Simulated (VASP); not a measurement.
A run of VASP 6.6.1:

INCAR

```
SYSTEM = Li4SiN
ALGO = Normal
EDIFF = 1E-6
ENCUT = 520
GGA = PE
ISIF = 2
ISMEAR = 0
ISPIN = 2
LASPH = .True.
LCHARG = .True.
LELF = .True.
LORBIT = 11
LREAL = .False.
LVHAR = .True.
LWAVE = .False.
MAGMOM = 0 0 0 0 0 1
NBANDS = 24
NELM = 150
PREC = Accurate
SIGMA = 0.1
```

KPOINTS

```
k-points
0
Gamma
  6 6 4
  0 0 0
```

POSCAR

```
Li4SiN
1.0
    4.1958565300      0.0000000000      0.0000000000
   -2.0979282700      3.6337183500      0.0000000000
    0.0000000000      0.0000000000      4.9854133100
Li Si N
4 1 1
Direct
    0.1743706600      0.8256293400      0.0000000000
    0.1743706600      0.3487413200      0.0000000000
    0.6512586800      0.8256293400      0.0000000000
    0.0000000000      0.0000000000      0.5000000000
    0.3333333300      0.6666666700      0.5000000000
    0.6666666700      0.3333333300      0.0000000000
```

Potentials or basis: VASP PAW PBE potentials, release 64 (Li_sv, Si, N).

Run with:

```bash
$ cat potpaw_PBE.64/Li_sv/POTCAR potpaw_PBE.64/Si/POTCAR potpaw_PBE.64/N/POTCAR > POTCAR
$ mpirun -np 1 vasp_std > vasp.out
```

Hardware: 1 thread of AMD EPYC 7R13, on a shared host.

Task: Estimate the wall time of this run.

Result: It took 2.4 min on 1 thread of AMD EPYC 7R13 (shared host), peak memory 0.22 GiB. Counts: scf iterations 16, k points 21.
